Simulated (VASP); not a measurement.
# F2 in VASP: single point with r2SCAN

Aim: the single point of F2 with r2SCAN.

Program: VASP 6.6.1. These are calculated values, not measurements. Logs are shortened: lines on timing, memory, paths and dates and some standing lists are left out, and cuts for length are marked.

## Step 1: The cell of the first run

The cell holds a molecule in a box, 2 atoms: a = 13.000 Å, b = 13.300 Å, c = 13.600 Å, α = 90.00°, β = 90.00°, γ = 90.00°.

## Step 2: Single point, r2SCAN

The input, POSCAR:

```
F
1.0
   13.0000000000      0.0000000000      0.0000000000
    0.0000000000     13.3000000000      0.0000000000
    0.0000000000      0.0000000000     13.6000000000
F
2
Direct
    0.4463168987      0.5000000000      0.5000000000
    0.5536831013      0.5000000000      0.5000000000
```

The input, INCAR.step1:

```
SYSTEM = F
  PREC = Accurate
  ENCUT = 520
  ISMEAR = 0
  SIGMA = 0.01
  LREAL = .FALSE.
  LASPH = .TRUE.
  NELM = 100
  NBANDS = 14
  GGA = PE
  ALGO = Normal
  EDIFF = 1E-4
  LWAVE = .TRUE.
  LCHARG = .FALSE.
```

The input, INCAR.step2:

```
SYSTEM = F
  PREC = Accurate
  ENCUT = 520
  EDIFF = 1E-6
  ISMEAR = 0
  SIGMA = 0.01
  LREAL = .FALSE.
  LASPH = .TRUE.
  NELM = 100
  ALGO = Normal
  ISIF = 2
  LWAVE = .FALSE.
  LCHARG = .FALSE.
  METAGGA = R2SCAN
  LMIXTAU = .TRUE.
  NBANDS = 14
  ISTART = 1
```

The input, KPOINTS:

```
regular mesh
0
G
  1 1 1
  0 0 0
```

Potentials or basis: VASP PAW PBE potentials, release 64 (F).

Launch:

```sh
cat potpaw_PBE.64/F/POTCAR > POTCAR
cp INCAR.step1 INCAR
mpirun -np 1 vasp_gam > vasp.out
cp INCAR.step2 INCAR
mpirun -np 1 vasp_gam > vasp.out
```

OUTCAR:

```text
SYSTEM = F
   PREC = Accurate
   ENCUT = 520
   EDIFF = 1E-6
   ISMEAR = 0
   LREAL = .FALSE.
   LASPH = .TRUE.
   NELM = 100
   ISIF = 2
   METAGGA = R2SCAN
   ISTART = 1

 ion  position               nearest neighbor table
   1  0.446  0.500  0.500-   2 1.40
   2  0.554  0.500  0.500-   1 1.40

  LATTYP: Found a simple orthorhombic cell.
 ALAT       =    13.0000000000
 B/A-ratio  =     1.0230769231
 C/A-ratio  =     1.0461538462

  Lattice vectors:

 A1 = (  13.0000000000,   0.0000000000,   0.0000000000)
 A2 = (   0.0000000000,  13.3000000000,   0.0000000000)
 A3 = (   0.0000000000,   0.0000000000,  13.6000000000)

Analysis of symmetry for initial positions (statically):
=====================================================================
 Subroutine PRICEL returns:
 Original cell was already a primitive cell.

 Routine SETGRP: Setting up the symmetry group for a
 simple orthorhombic supercell.

 Subroutine GETGRP returns: Found  8 space group operations
 (whereof  8 operations were pure point group operations)
 out of a pool of  8 trial point group operations.

The static configuration has the point symmetry D_2h.

Analysis of symmetry for dynamics (positions and initial velocities):
=====================================================================
 Subroutine PRICEL returns:
 Original cell was already a primitive cell.

 Routine SETGRP: Setting up the symmetry group for a
 simple orthorhombic supercell.

 Subroutine GETGRP returns: Found  8 space group operations
 (whereof  8 operations were pure point group operations)
 out of a pool of  8 trial point group operations.

The dynamic configuration has the point symmetry D_2h.

 Subroutine INISYM returns: Found  8 space group operations
 (whereof  8 operations are pure point group operations),
 and found     1 'primitive' translations

----------------------------------------------------------------------------------------

                                     Primitive cell

  volume of cell :    2351.4400

  direct lattice vectors                    reciprocal lattice vectors
    13.000000000  0.000000000  0.000000000     0.076923077  0.000000000  0.000000000
     0.000000000 13.300000000  0.000000000     0.000000000  0.075187970  0.000000000
     0.000000000  0.000000000 13.600000000     0.000000000  0.000000000  0.073529412

  length of vectors
    13.000000000 13.300000000 13.600000000     0.076923077  0.075187970  0.073529412

  position of ions in fractional coordinates (direct lattice)
     0.446316899  0.500000000  0.500000000
     0.553683101  0.500000000  0.500000000

  ion indices of the primitive-cell ions
   primitive index   ion index
                 1           1
                 2           2

----------------------------------------------------------------------------------------

 KPOINTS: regular mesh

Automatic generation of k-mesh.
 Grid dimensions read from file:
 generate k-points for:    1    1    1

 Generating k-lattice:

  Cartesian coordinates                     Fractional coordinates (reciprocal lattice)
     0.076923077  0.000000000  0.000000000     1.000000000  0.000000000  0.000000000
     0.000000000  0.075187970  0.000000000     0.000000000  1.000000000  0.000000000
     0.000000000  0.000000000  0.073529412     0.000000000  0.000000000  1.000000000

  Length of vectors
     0.076923077  0.075187970  0.073529412

  Shift w.r.t. Gamma in fractional coordinates (k-lattice)
     0.000000000  0.000000000  0.000000000

 Subroutine IBZKPT returns following result:
 ===========================================

 Found      1 irreducible k-points:

 Following reciprocal coordinates:
            Coordinates               Weight
  0.000000  0.000000  0.000000      1.000000
   k-points           NKPTS =      1   k-points in BZ     NKDIM =      1   number of bands    NBANDS=     14
   number of dos      NEDOS =    301   number of ions     NIONS =      2
   total plane-waves  NPLWV = ******
   dimension x,y,z NGX =    98 NGY =  100 NGZ =  108
   dimension x,y,z NGXF=   196 NGYF=  200 NGZF=  216
   ions per type =               2
   NGX,Y,Z   is equivalent  to a cutoff of  12.53, 12.50, 13.20 a.u.
   NGXF,Y,Z  is equivalent  to a cutoff of  25.06, 25.00, 26.40 a.u.
 SYSTEM =  F
   PREC   = accura    normal or accurate (medium, high low for compatibility)
   ISTART =      1    job   : 0-new  1-cont  2-samecut
   ICHARG =      0    charge: 1-file 2-atom 10-const
   ISPIN  =      1    spin polarized calculation?
   LNONCOLLINEAR =      F non collinear calculations
   LSORBIT =      F    spin-orbit coupling
   LASPH  =      T    aspherical Exc in radial PAW
   ENCUT  =  520.0 eV  38.22 Ry    6.18 a.u.  24.17 24.73 25.29*2*pi/ulx,y,z
   NELM   =    100;   NELMIN=  2; NELMDL=  0     # of ELM steps
   EDIFF  = 0.1E-05   stopping-criterion for ELM
   LREAL  =      F    real-space projection
   EDIFFG = 0.1E-04   stopping-criterion for IOM
   NSW    =      0    number of steps for IOM
   IBRION =     -1    ionic relax: 0-MD 1-quasi-New 2-CG
   NFREE  =      0    steps in history (QN), initial steepest desc. (CG)
   ISIF   =      2    stress and relaxation
   ISYM   =      2    0-nonsym 1-usesym 2-fastsym
   POTIM  = 0.5000    time-step for ionic-motion
   TEBEG  =    0.0;   TEEND  =   0.0 temperature during run
   PSTRESS=    0.0 pullay stress
   NELECT =      14.0000    total number of electrons
   NUPDOWN=      -1.0000    fix difference up-down
   EMIN   =  10.00;   EMAX   =-10.00  energy-range for DOS
   EFERMI =   0.00;   METHOD = LEGACY
   ISMEAR =     0;   SIGMA  =   0.01  broadening in eV -4-tet -1-fermi 0-gaus
   EFERMI_NEDOS =   21; number of points for ismear=-14 and -15
   IALGO  =     38    algorithm
   IMIX   =      4    mixing-type and parameters
     AMIX     =   0.40;   BMIX     =  1.00
     AMIX_MAG =   1.60;   BMIX_MAG =  1.00
  volume/ion in A,a.u.               =    1175.72      7934.15
  Fermi-wavevector in a.u.,A,eV,Ry     =   0.296715  0.560710  1.197854  0.088040
  Thomas-Fermi vector in A             =   1.161512
   LORBIT       =      0    0 simple, 1 ext, 2 COOP (PROOUT), +10 PAW based schemes
   METAGGA = R2SCAN    functional components
   LHFCALC =     F    Hartree Fock is set to
   AEXX    =    0.0000 exact exchange contribution
   IVDW    =     0    specifies the selected vdW correction
   LEPSILON=     F    determine dielectric tensor
   LRPA    =     F    only Hartree local field effects (RPA)
 non-spin polarized calculation
 Gauss-broadening in eV      SIGMA  =   0.01
  energy-cutoff  :      520.00
  volume of cell :     2351.44
 maximum number of plane-waves:     31662
 NGX is ok and might be reduce to    98
   NGX = 49   NGY = 49   NGZ = 51

 number of electron      13.9999989 magnetization

 Free energy of the ion-electron system (eV)
  ---------------------------------------------------
  ext. energy  EPLUGINS =         0.00000000
  ---------------------------------------------------
  free energy    TOTEN  =        -6.13199941 eV

  energy without entropy =       -6.13199941  energy(sigma->0) =       -6.13199941

 E-fermi :  -9.7605     XC(G=0):  -0.1582

 val. band max:       -9.8788402932   @ k =   0.0000   0.0000   0.0000
 cond. band min:      -5.1989297910   @ k =   0.0000   0.0000   0.0000
 fundamental gap:      4.6799105022
 Fermi energy:        -9.7605126535

 k-point     1 :       0.0000    0.0000    0.0000
  band No.  band energies     occupation
      1     -35.8591      2.00000
      2     -29.0619      2.00000
      3     -15.7488      2.00000
      4     -13.4929      2.00000
      5     -13.4929      2.00000
      6      -9.8789      2.00000
      7      -9.8788      2.00000
      8      -5.1989      0.00000
      9      -0.0021      0.00000
     10       0.7802      0.00000
     11       0.8221      0.00000
     12       0.8563      0.00000
     13       0.8767      0.00000
     14       0.9038      0.00000

------------------------ aborting loop because EDIFF is reached ----------------------------------------

  FORCE on cell =-STRESS in cart. coord.  units (eV):
  Direction    XX          YY          ZZ          XY          YZ          ZX
  --------------------------------------------------------------------------------------
  -------------------------------------------------------------------------------------
  Total        0.7357740     -0.0624335     -0.0586018      0.0000000      0.0000000      0.0000000
  in kB        0.5013270     -0.0425397     -0.0399289      0.0000000      0.0000000      0.0000000
  external PRESSURE =       0.1396195 kB  Pullay stress =       0.0000000 kB

 VOLUME and BASIS-vectors are now :
 -----------------------------------------------------------------------------
  energy-cutoff  :      520.00
  volume of cell :     2351.44
      direct lattice vectors                 reciprocal lattice vectors
    13.000000000  0.000000000  0.000000000     0.076923077  0.000000000  0.000000000
     0.000000000 13.300000000  0.000000000     0.000000000  0.075187970  0.000000000
     0.000000000  0.000000000 13.600000000     0.000000000  0.000000000  0.073529412

 POSITION                                       TOTAL-FORCE (eV/Angst)
 -----------------------------------------------------------------------------------
      5.80212      6.65000      6.80000        -0.585971      0.000000     -0.000000
      7.19788      6.65000      6.80000         0.585971      0.000000      0.000000
 -----------------------------------------------------------------------------------
    total drift:                                0.000000     -0.000000     -0.000000

  FREE ENERGIE OF THE ION-ELECTRON SYSTEM (eV)
  ---------------------------------------------------
  free  energy   TOTEN  =        -6.1319994090 eV

  energy  without entropy=       -6.1319994090  energy(sigma->0) =       -6.13199941
```

Wall time 23 min (1 thread of AMD EPYC 9R45 (Zen 5), shared host); peak memory 1.9 GiB.

Results:

- Free energy: -6.1320 eV
- Largest force: 0.586 eV/Å
- Gap between the frontier levels: 4.68 eV

Forces in eV/Å, atoms in the order of the input:
```
F   -0.586  0.000  0.000
F    0.586  0.000  0.000
```

Caveat: the PAW data sets were made with another functional, which shifts forces and pressure a little.
